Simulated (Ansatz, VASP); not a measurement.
This is a calculation of GaN for VASP 6.6.1.

File INCAR:

```
SYSTEM = GaN
PREC = Accurate ; ENCUT = 520
EDIFF = 1E-6 ; ISMEAR = -1
SIGMA = 0.05 ; LREAL = .False.
LASPH = .True. ; NELM = 60
ALGO = Normal ; ISIF = 2
LWAVE = .False. ; LCHARG = .True.
LELF = .True. ; LVHAR = .True.
NBANDS = 26
```

Contents of KPOINTS:

```
Automatic mesh
0
Gamma
  10 10 5
  0 0 0
```

File POSCAR:

```
GaN
1.0
    3.2423687753      0.0000000000      0.0000000000
   -1.6211843877      2.8079737278      0.0000000000
    0.0000000000      0.0000000000      5.2673198406
Ga N
2 2
Direct
    0.6666666667      0.3333333333      0.5000000000
    0.3333333333      0.6666666667      0.0000000000
    0.6666666667      0.3333333333      0.8750000000
    0.3333333333      0.6666666667      0.3750000000
```

Potentials or basis: VASP PAW LDA potentials, release 64 (Ga_d, N).

Command:

```sh
$ cat potpaw_LDA.64/Ga_d/POTCAR potpaw_LDA.64/N/POTCAR > POTCAR
$ mpirun -np 1 vasp_std > vasp.out
```

Q: Translate it to Ansatz 0.2.0. Potentials there: all-electron LAPW, scalar-relativistic.

A: As run (the cutoff follows the program's own potentials):

input.yaml

```yaml
crystal:
  lattice:
    - [3.2423687753, 0.0, 0.0]
    - [-1.6211843877, 2.8079737278, 0.0]
    - [0.0, 0.0, 5.2673198406]
  atoms:
    - { symbol: Ga, position: [0.6666666667, 0.3333333333, 0.5] }
    - { symbol: Ga, position: [0.3333333333, 0.6666666667, 0.0] }
    - { symbol: "N", position: [0.6666666667, 0.3333333333, 0.875] }
    - { symbol: "N", position: [0.3333333333, 0.6666666667, 0.375] }
kpoints:
  mp_grid: { grid: [10, 10, 5] }
scf:
  occupations: { method: fermi_dirac, width: 0.05 }
hamiltonian:
  xc: lda
  pseudopotentials: { kind: all_electron, lapw: { basis_error: 0.002 } }
output:
  forces: true
  stress: true
  eigenvalues: true
```

Potentials or basis: all-electron LAPW, scalar-relativistic.

Run with:

```console
$ ansatz run input.yaml --threads 2 --pin off --max-ram 6144MiB --backend cpu --events-out ev --progress --plain --runs-dir out
```

Both were run:

|  | VASP | Ansatz | Ansatz less VASP |
| --- | --- | --- | --- |
| gap on the k mesh at the Fermi level (eV) | 1.59 | 1.58 | -0.012 |
| least direct gap on the mesh (eV) | 1.59 | 1.58 | -0.012 |
| pressure (GPa) | -12.9 | -13.6 | -0.68 |
| traceless stress, the component that is largest in VASP (GPa) | 1.12 | 1.10 | -0.018 |
| rms of the force components (eV/Å) | 0.065 | 0.064 | -0.0009 |

LDA's correlation is that of Perdew and Zunger in VASP and of Perdew and Wang (1992) in Ansatz. Atom by atom the forces differ by 0.001 eV/Å (rms over components). Ansatz ran all-electron here, and VASP with PAW potentials.
